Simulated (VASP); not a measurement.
# Si2W (I4/mmm) in VASP: notebook

Si2W is run at these levels: r2SCAN; tasks: single point.

All numbers are computed with VASP 6.6.1; they aren't measurements. Logs are shortened: lines on timing, memory, paths and dates and some standing lists are left out, and cuts for length are marked.

### 1 The cell of the first run

Symmetry: I4/mmm, No. 139, tetragonal system. Conventional cell: a = 3.187 Å, b = 3.187 Å, c = 8.156 Å, α = 90.00°, β = 90.00°, γ = 90.00°. Si (site symmetry 4mm) has 5 W at 2.62 to 2.74 Å and 9 Si at 2.65 to 3.19 Å within 3.5 Å. Within 3.5 Å of W (site symmetry 4/mmm) lie 10 Si at 2.62 to 2.74 Å and 4 W at 3.19 Å.

### 2 Single point, r2SCAN (uniaxial strain along c: +4.5 %, then relaxed in part)

POSCAR

```
Si2W
1.0
    3.1873240665      0.0000000000      0.0000000000
    0.0000000000      3.1873240665      0.0000000000
    0.0000000000      0.0000000000      8.1558239246
Si W
4 2
Direct
    0.0000000000      0.0000000000      0.3359147701
    0.5000000000      0.5000000000      0.1640852299
    0.5000000000      0.5000000000      0.8359147701
    0.0000000000      0.0000000000      0.6640852299
    0.0000000000      0.0000000000      0.0000000000
    0.5000000000      0.5000000000      0.5000000000
```

INCAR.step1

```
SYSTEM = Si2W
PREC = Accurate
ENCUT = 520
ISMEAR = 0
SIGMA = 0.1
LREAL = .False.
LASPH = .True.
NELM = 100
NBANDS = 31
GGA = PE
ALGO = Normal
EDIFF = 1E-4
LWAVE = .True.
LCHARG = .False.
```

INCAR.step2

```
SYSTEM = Si2W
PREC = Accurate
ENCUT = 520
EDIFF = 1E-7
ISMEAR = 0
SIGMA = 0.1
LREAL = .False.
LASPH = .True.
NELM = 100
ALGO = Normal
ISIF = 2
LWAVE = .False.
LCHARG = .True.
METAGGA = R2SCAN
LMIXTAU = .True.
LELF = .True.
LVHAR = .True.
NBANDS = 31
ISTART = 1
```

KPOINTS

```
Automatic mesh
0
Gamma
  12 12 6
  0 0 0
```

Potentials or basis: VASP PAW PBE potentials, release 64 (Si, W_sv).

Started as:

```console
cat potpaw_PBE.64/Si/POTCAR potpaw_PBE.64/W_sv/POTCAR > POTCAR
cp INCAR.step1 INCAR
mpirun -np 1 vasp_std > vasp.out
cp INCAR.step2 INCAR
mpirun -np 1 vasp_std > vasp.out
```

OUTCAR:

```text
SYSTEM = Si2W
   PREC = Accurate
   ENCUT = 520
   EDIFF = 1E-7
   ISMEAR = 0
   LREAL = .False.
   LASPH = .True.
   NELM = 100
   ISIF = 2
   METAGGA = R2SCAN
   ISTART = 1

 ion  position               nearest neighbor table
   1  0.000  0.000  0.336-   6 2.62   6 2.62   6 2.62   6 2.62   2 2.65   2 2.65   2 2.65   2 2.65
                             4 2.68   5 2.74
   2  0.500  0.500  0.164-   5 2.62   5 2.62   5 2.62   5 2.62   1 2.65   1 2.65   1 2.65   1 2.65
                             3 2.68   6 2.74
   3  0.500  0.500  0.836-   5 2.62   5 2.62   5 2.62   5 2.62   4 2.65   4 2.65   4 2.65   4 2.65
                             2 2.68   6 2.74
   4  0.000  0.000  0.664-   6 2.62   6 2.62   6 2.62   6 2.62   3 2.65   3 2.65   3 2.65   3 2.65
                             1 2.68   5 2.74
   5  0.000  0.000  0.000-   2 2.62   3 2.62   2 2.62   3 2.62   2 2.62   3 2.62   2 2.62   3 2.62
                             1 2.74   4 2.74
   6  0.500  0.500  0.500-   1 2.62   4 2.62   1 2.62   4 2.62   1 2.62   4 2.62   1 2.62   4 2.62
                             3 2.74   2 2.74

  LATTYP: Found a simple tetragonal cell.
 ALAT       =     3.1873240665
 C/A-ratio  =     2.5588310929

  Lattice vectors:

 A1 = (   3.1873240665,   0.0000000000,   0.0000000000)
 A2 = (   0.0000000000,   3.1873240665,   0.0000000000)
 A3 = (   0.0000000000,   0.0000000000,   8.1558239246)

Analysis of symmetry for initial positions (statically):
=====================================================================
 Subroutine PRICEL returns following result:

  LATTYP: Found a body centered tetragonal cell.
 ALAT       =     3.1873240665
 C/A-ratio  =     2.5588310929

  Lattice vectors:

 A1 = (  -1.5936620332,   1.5936620332,   4.0779119623)
 A2 = (   1.5936620332,  -1.5936620332,   4.0779119623)
 A3 = (   1.5936620332,   1.5936620332,  -4.0779119623)

   2 primitive cells build up your supercell.

 Routine SETGRP: Setting up the symmetry group for a
 simple tetragonal supercell.

 Subroutine GETGRP returns: Found 16 space group operations
 (whereof 16 operations were pure point group operations)
 out of a pool of 16 trial point group operations.

The static configuration has the point symmetry D_4h.

Analysis of symmetry for dynamics (positions and initial velocities):
=====================================================================
 Subroutine PRICEL returns following result:

  LATTYP: Found a body centered tetragonal cell.
 ALAT       =     3.1873240665
 C/A-ratio  =     2.5588310929

  Lattice vectors:

 A1 = (  -1.5936620332,   1.5936620332,   4.0779119623)
 A2 = (   1.5936620332,  -1.5936620332,   4.0779119623)
 A3 = (   1.5936620332,   1.5936620332,  -4.0779119623)

   2 primitive cells build up your supercell.

 Routine SETGRP: Setting up the symmetry group for a
 simple tetragonal supercell.

 Subroutine GETGRP returns: Found 16 space group operations
 (whereof 16 operations were pure point group operations)
 out of a pool of 16 trial point group operations.

The dynamic configuration has the point symmetry D_4h.

 Subroutine INISYM returns: Found 16 space group operations
 (whereof 16 operations are pure point group operations),
 and found     2 'primitive' translations

----------------------------------------------------------------------------------------

                                     Primitive cell

  volume of cell :      41.4276

  direct lattice vectors                    reciprocal lattice vectors
    -1.593662033  1.593662033  4.077911962     0.000000000  0.313742807  0.122611769
     1.593662033 -1.593662033  4.077911962     0.313742807  0.000000000  0.122611769
     1.593662033  1.593662033 -4.077911962     0.313742807  0.313742807  0.000000000

  length of vectors
     4.659279271  4.659279271  4.659279271     0.336850404  0.336850404  0.443699333

  position of ions in fractional coordinates (direct lattice)
     0.335914770  0.335914770  0.000000000
     0.664085230  0.664085230  0.000000000
     0.000000000  0.000000000  0.000000000

  ion indices of the primitive-cell ions
   primitive index   ion index
                 1           1
                 2           4
                 3           5

----------------------------------------------------------------------------------------

 KPOINTS: Automatic mesh

Automatic generation of k-mesh.
 Grid dimensions read from file:
 generate k-points for:   12   12    6

 Generating k-lattice:

  Cartesian coordinates                     Fractional coordinates (reciprocal lattice)
     0.026145234  0.000000000  0.000000000     0.083333333  0.000000000  0.000000000
     0.000000000  0.026145234  0.000000000     0.000000000  0.083333333  0.000000000
     0.000000000  0.000000000  0.020435295     0.000000000  0.000000000  0.166666667

  Length of vectors
     0.026145234  0.026145234  0.020435295

  Shift w.r.t. Gamma in fractional coordinates (k-lattice)
     0.000000000  0.000000000  0.000000000

 Subroutine IBZKPT returns following result:
 ===========================================

 Found    112 irreducible k-points:

 Following reciprocal coordinates:
            Coordinates               Weight
  0.000000  0.000000  0.000000      1.000000
  0.083333  0.000000  0.000000      4.000000
  0.166667  0.000000  0.000000      4.000000
  0.250000  0.000000  0.000000      4.000000
  0.333333  0.000000  0.000000      4.000000
  0.416667  0.000000  0.000000      4.000000
[... 16 lines left out ...]
  0.333333  0.333333  0.000000      4.000000
  0.416667  0.333333  0.000000      8.000000
 [... further k-points ...]
   k-points           NKPTS =    112   k-points in BZ     NKDIM =    112   number of bands    NBANDS=     31
   number of dos      NEDOS =    301   number of ions     NIONS =      6
   total plane-waves  NPLWV =  36864
   dimension x,y,z NGX =    24 NGY =   24 NGZ =   64
   dimension x,y,z NGXF=    48 NGYF=   48 NGZF=  128
   ions per type =               4   2
   NGX,Y,Z   is equivalent  to a cutoff of  12.52, 12.52, 13.05 a.u.
   NGXF,Y,Z  is equivalent  to a cutoff of  25.04, 25.04, 26.09 a.u.
 SYSTEM =  Si2W
   PREC   = accura    normal or accurate (medium, high low for compatibility)
   ISTART =      1    job   : 0-new  1-cont  2-samecut
   ICHARG =      0    charge: 1-file 2-atom 10-const
   ISPIN  =      1    spin polarized calculation?
   LNONCOLLINEAR =      F non collinear calculations
   LSORBIT =      F    spin-orbit coupling
   LASPH  =      T    aspherical Exc in radial PAW
   ENCUT  =  520.0 eV  38.22 Ry    6.18 a.u.   5.93  5.93 15.16*2*pi/ulx,y,z
   NELM   =    100;   NELMIN=  2; NELMDL=  0     # of ELM steps
   EDIFF  = 0.1E-06   stopping-criterion for ELM
   LREAL  =      F    real-space projection
   EDIFFG = 0.1E-05   stopping-criterion for IOM
   NSW    =      0    number of steps for IOM
   IBRION =     -1    ionic relax: 0-MD 1-quasi-New 2-CG
   NFREE  =      0    steps in history (QN), initial steepest desc. (CG)
   ISIF   =      2    stress and relaxation
   ISYM   =      2    0-nonsym 1-usesym 2-fastsym
   POTIM  = 0.5000    time-step for ionic-motion
   TEBEG  =    0.0;   TEEND  =   0.0 temperature during run
   PSTRESS=    0.0 pullay stress
   NELECT =      44.0000    total number of electrons
   NUPDOWN=      -1.0000    fix difference up-down
   EMIN   =  10.00;   EMAX   =-10.00  energy-range for DOS
   EFERMI =   0.00;   METHOD = LEGACY
   ISMEAR =     0;   SIGMA  =   0.10  broadening in eV -4-tet -1-fermi 0-gaus
   EFERMI_NEDOS =   21; number of points for ismear=-14 and -15
   IALGO  =     38    algorithm
   IMIX   =      4    mixing-type and parameters
     AMIX     =   0.40;   BMIX     =  1.00
     AMIX_MAG =   1.60;   BMIX_MAG =  1.00
  volume/ion in A,a.u.               =      13.81        93.19
  Fermi-wavevector in a.u.,A,eV,Ry     =   1.325721  2.505250 23.912749  1.757537
  Thomas-Fermi vector in A             =   2.455161
   LORBIT       =      0    0 simple, 1 ext, 2 COOP (PROOUT), +10 PAW based schemes
   METAGGA = R2SCAN    functional components
   LHFCALC =     F    Hartree Fock is set to
   AEXX    =    0.0000 exact exchange contribution
   IVDW    =     0    specifies the selected vdW correction
   LEPSILON=     F    determine dielectric tensor
   LRPA    =     F    only Hartree local field effects (RPA)
 non-spin polarized calculation
 Gauss-broadening in eV      SIGMA  =   0.10
  energy-cutoff  :      520.00
  volume of cell :       82.86
 maximum number of plane-waves:      2280
 NGX is ok and might be reduce to    24

 number of electron      43.9999994 magnetization

 Free energy of the ion-electron system (eV)
  ---------------------------------------------------
  ext. energy  EPLUGINS =         0.00000000
  ---------------------------------------------------
  free energy    TOTEN  =      -139.38841260 eV

  energy without entropy =     -139.38535657  energy(sigma->0) =     -139.38688458

 E-fermi :  11.7273     XC(G=0): -13.3860

 val. band max:       11.7138397477   @ k =   0.0833   0.0833   0.1667
 cond. band min:      11.7299271022   @ k =   0.0000   0.0000   0.1667
 fundamental gap:      0.0160873545
 Fermi energy:        11.7272766673

 k-point     1 :       0.0000    0.0000    0.0000
  band No.  band energies     occupation
      1     -64.2073      2.00000
      2     -64.2072      2.00000
      3     -27.8619      2.00000
      4     -27.8481      2.00000
      5     -27.7620      2.00000
      6     -27.7620      2.00000
[... 23 lines left out ...]
     30      16.0263      0.00000
     31      16.4867      0.00000

 k-point     2 :       0.0833    0.0000    0.0000
  band No.  band energies     occupation
      1     -64.2066      2.00000
      2     -64.2066      2.00000
      3     -27.8596      2.00000
      4     -27.8463      2.00000
      5     -27.7792      2.00000
      6     -27.7784      2.00000
[... 23 lines left out ...]
     30      15.9780      0.00000
     31      16.8071      0.00000

 k-point     3 :       0.1667    0.0000    0.0000
  band No.  band energies     occupation
      1     -64.2049      2.00000
      2     -64.2048      2.00000
      3     -27.8534      2.00000
      4     -27.8415      2.00000
      5     -27.8260      2.00000
      6     -27.8253      2.00000
[... 703 lines left out ...]
     30      15.9069      0.00000
     31      16.9690      0.00000

 k-point    24 :       0.4167    0.3333    0.0000
  band No.  band energies     occupation
      1     -64.1910      2.00000
      2     -64.1910      2.00000
      3     -27.9700      2.00000
      4     -27.9700      2.00000
      5     -27.9199      2.00000
      6     -27.9197      2.00000
[... 23 lines left out ...]
     30      15.7543      0.00000
     31      17.0133      0.00000

 [... further k-points ...]
[... 5 lines left out ...]
  --------------------------------------------------------------------------------------
  -------------------------------------------------------------------------------------
  Total        0.1755910      0.1755910    -10.3344715      0.0000000     -0.0000000      0.0000000
  in kB        3.3954123      3.3954123   -199.8382275      0.0000000     -0.0000000      0.0000000
  external PRESSURE =     -64.3491343 kB  Pullay stress =       0.0000000 kB

 VOLUME and BASIS-vectors are now :
 -----------------------------------------------------------------------------
  energy-cutoff  :      520.00
  volume of cell :       82.86
      direct lattice vectors                 reciprocal lattice vectors
     3.187324066  0.000000000  0.000000000     0.313742807  0.000000000  0.000000000
     0.000000000  3.187324066  0.000000000     0.000000000  0.313742807  0.000000000
     0.000000000  0.000000000  8.155823925     0.000000000  0.000000000  0.122611769

 POSITION                                       TOTAL-FORCE (eV/Angst)
 -----------------------------------------------------------------------------------
      0.00000      0.00000      2.73966        -0.000000     -0.000000     -0.000963
      1.59366      1.59366      1.33825         0.000000     -0.000000      0.000963
      1.59366      1.59366      6.81757        -0.000000     -0.000000     -0.000963
      0.00000      0.00000      5.41616         0.000000      0.000000      0.000963
      0.00000      0.00000      0.00000         0.000000      0.000000     -0.000000
      1.59366      1.59366      4.07791        -0.000000     -0.000000     -0.000000
 -----------------------------------------------------------------------------------
    total drift:                                0.000000      0.000000     -0.000000

  FREE ENERGIE OF THE ION-ELECTRON SYSTEM (eV)
  ---------------------------------------------------
  free  energy   TOTEN  =      -139.3884125972 eV

  energy  without entropy=     -139.3853565686  energy(sigma->0) =     -139.38688458
```

It took 8.2 min on 1 thread of Intel Xeon Platinum 8488C (Sapphire Rapids), shared host; peak memory 0.36 GiB.

Results:

| Item | Value |
| --- | --- |
| Free energy | -139.3884 eV |
| Pressure | -6.4 GPa |
| Band gap on the k mesh | zero (bands 22 and 23 overlap by 1.13 eV) |

Caveat: the cell differs from its parent crystal (uniaxial strain along c: +4.5 %, then relaxed in part); the stress differs along the axes, from -20 to 0 GPa; the PAW data sets were made with another functional, which shifts forces and pressure a little; spin-orbit coupling is left out, which moves the levels of the heavy elements.

### 3 Single point, r2SCAN

This run uses another cell than the first one: it holds 3 atoms, not 6.

POSCAR

```
Si2W
1.0
    3.2112931008      0.0000000000      0.0000000000
    0.0000000000      3.2112931008      0.0000000000
    1.6056465504     -1.6056465504      3.9023080989
Si W
2 1
Direct
    0.6651751051      0.3348248949      0.6696497898
    0.3348248949      0.6651751051      0.3303502102
    0.0000000000      0.0000000000      0.0000000000
```

INCAR.step1

```
PREC = Accurate ; ENCUT = 520
ISMEAR = 0 ; SIGMA = 0.1
LREAL = False ; LASPH = True
NELM = 100 ; ISYM = 0
NBANDS = 18 ; GGA = PE
ALGO = Normal ; EDIFF = 1E-4
LWAVE = True ; LCHARG = False
```

INCAR.step2

```
PREC = Accurate ; ENCUT = 520
EDIFF = 1E-6 ; ISMEAR = 0
SIGMA = 0.1 ; LREAL = False
LASPH = True ; NELM = 100
ALGO = Normal ; ISIF = 2
LWAVE = False ; LCHARG = True
METAGGA = R2SCAN ; LMIXTAU = True
LELF = True ; LVHAR = True
ISYM = 0 ; NBANDS = 18
ISTART = 1
```

KPOINTS

```
regular mesh
0
Gamma
  11 11 9
```

Potentials or basis: VASP PAW PBE potentials, release 64 (Si, W_sv).

Started as:

```console
cat potpaw_PBE.64/Si/POTCAR potpaw_PBE.64/W_sv/POTCAR > POTCAR
cp INCAR.step1 INCAR
mpirun -np 1 vasp_std > vasp.out
cp INCAR.step2 INCAR
mpirun -np 1 vasp_std > vasp.out
```

OUTCAR:

```text
PREC = Accurate
   ENCUT = 520
   EDIFF = 1E-6
   ISMEAR = 0
   LREAL = False
   LASPH = True
   NELM = 100
   ISIF = 2
   METAGGA = R2SCAN
   ISYM = 0
   ISTART = 1

 ion  position               nearest neighbor table
   1  0.665  0.335  0.670-   2 2.58   3 2.61   3 2.61   3 2.61   3 2.61   3 2.61   2 2.63   2 2.63
                             2 2.63   2 2.63
   2  0.335  0.665  0.330-   1 2.58   3 2.61   3 2.61   3 2.61   3 2.61   3 2.61   1 2.63   1 2.63
                             1 2.63   1 2.63
   3  0.000  0.000  0.000-   1 2.61   2 2.61   2 2.61   1 2.61   1 2.61   2 2.61   2 2.61   1 2.61
                             2 2.61   1 2.61

IMPORTANT INFORMATION: All symmetrisations will be switched off!
NOSYMM: (Re-)initialisation of all symmetry stuff for point group C_1.

----------------------------------------------------------------------------------------

                                     Primitive cell

  volume of cell :      40.2422

  direct lattice vectors                    reciprocal lattice vectors
     3.211293101  0.000000000  0.000000000     0.311401036  0.000000000 -0.128129299
     0.000000000  3.211293101  0.000000000     0.000000000  0.311401036  0.128129299
     1.605646550 -1.605646550  3.902308099     0.000000000  0.000000000  0.256258597

  length of vectors
     3.211293101  3.211293101  4.514887616     0.336730935  0.336730935  0.256258597
[... 152 lines left out ...]

 E-fermi :  11.9707     XC(G=0): -13.5286

 val. band max:       11.9701993989   @ k =   0.0000  -0.0909   0.1111
 cond. band min:      11.9961018202   @ k =  -0.0909   0.0000   0.1111
 fundamental gap:      0.0259024213
 Fermi energy:        11.9707231796

 k-point     1 :       0.0000    0.0000    0.0000
  band No.  band energies     occupation
      1     -63.7517      2.00000
      2     -27.3841      2.00000
      3     -27.3554      2.00000
      4     -27.3552      2.00000
      5      -2.9033      2.00000
      6       4.7242      2.00000
[... 481 lines left out ...]
      5       1.5347      2.00000
      6       2.1129      2.00000
[... 10 lines left out ...]
     17      19.8298      0.00000
     18      21.3763      0.00000

 [... further k-points ...]
[... 5 lines left out ...]
  --------------------------------------------------------------------------------------
  -------------------------------------------------------------------------------------
  Total        0.0905891      0.0905891      0.0271445      0.0028208      0.0024531     -0.0024531
  in kB        3.6066583      3.6066608      1.0807128      0.1123062      0.0976644     -0.0976651
  external PRESSURE =       2.7646773 kB  Pullay stress =       0.0000000 kB

 VOLUME and BASIS-vectors are now :
 -----------------------------------------------------------------------------
  energy-cutoff  :      520.00
  volume of cell :       40.24
      direct lattice vectors                 reciprocal lattice vectors
     3.211293101  0.000000000  0.000000000     0.311401036  0.000000000 -0.128129299
     0.000000000  3.211293101  0.000000000     0.000000000  0.311401036  0.128129299
     1.605646550 -1.605646550  3.902308099     0.000000000  0.000000000  0.256258597

 POSITION                                       TOTAL-FORCE (eV/Angst)
 -----------------------------------------------------------------------------------
      3.21129      0.00000      2.61318         0.000913     -0.000913     -0.014316
      1.60565      1.60565      1.28913        -0.000913      0.000913      0.014316
      0.00000      0.00000      0.00000         0.000001      0.000000      0.000000
 -----------------------------------------------------------------------------------
    total drift:                                0.000000     -0.000000      0.000000

  FREE ENERGIE OF THE ION-ELECTRON SYSTEM (eV)
  ---------------------------------------------------
  free  energy   TOTEN  =       -69.8143527151 eV

  energy  without entropy=      -69.8124818483  energy(sigma->0) =      -69.81341728
```

OSZICAR.step1:

```text
N       E                     dE             d eps       ncg     rms          rms(c)
DAV:   1     0.131450465056E+03    0.13145E+03   -0.10838E+04 19652   0.123E+03
DAV:   2    -0.210784553046E+02   -0.15253E+03   -0.14871E+03 22372   0.322E+02
DAV:   3    -0.256226201749E+02   -0.45442E+01   -0.44810E+01 24606   0.499E+01
DAV:   4    -0.256627394886E+02   -0.40119E-01   -0.40075E-01 23148   0.490E+00
DAV:   5    -0.256631669893E+02   -0.42750E-03   -0.42748E-03 23320   0.544E-01    0.257E+01
DAV:   6    -0.249039539013E+02    0.75921E+00   -0.34515E+00 21166   0.132E+01    0.891E+00
DAV:   7    -0.248246384159E+02    0.79315E-01   -0.22026E-01 20986   0.266E+00    0.458E+00
DAV:   8    -0.248027879046E+02    0.21851E-01   -0.41848E-02 22208   0.161E+00    0.331E-01
DAV:   9    -0.248024032594E+02    0.38465E-03   -0.97520E-04 22628   0.255E-01    0.196E-01
DAV:  10    -0.248023197417E+02    0.83518E-04   -0.25913E-04 21378   0.140E-01
   1 F= -.24802320E+02 E0= -.24801448E+02  d E =-.174313E-02
```

Run time: 6.8 min. Hardware: 1 thread of Intel Xeon 6975P-C (Granite Rapids), shared host; peak memory 0.46 GiB.

What came out:

```yaml
Free_energy: -69.8144 eV
Pressure: 0.3 GPa
Largest_force: 0.014 eV/Å
Band_gap_on_the_k_mesh: zero (bands 11 and 12 overlap by 1.22 eV)
```

Forces on the atoms (eV/Å):
```
Si   0.001 -0.001 -0.014
Si  -0.001  0.001  0.014
W    0.000  0.000  0.000
```

Caveat: the PAW data sets were made with another functional, which shifts forces and pressure a little; spin-orbit coupling is left out, which moves the levels of the heavy elements.

[end of part 1 of 2]

The gap in the log of VASP goes by the Fermi energy; the results here count the filled bands.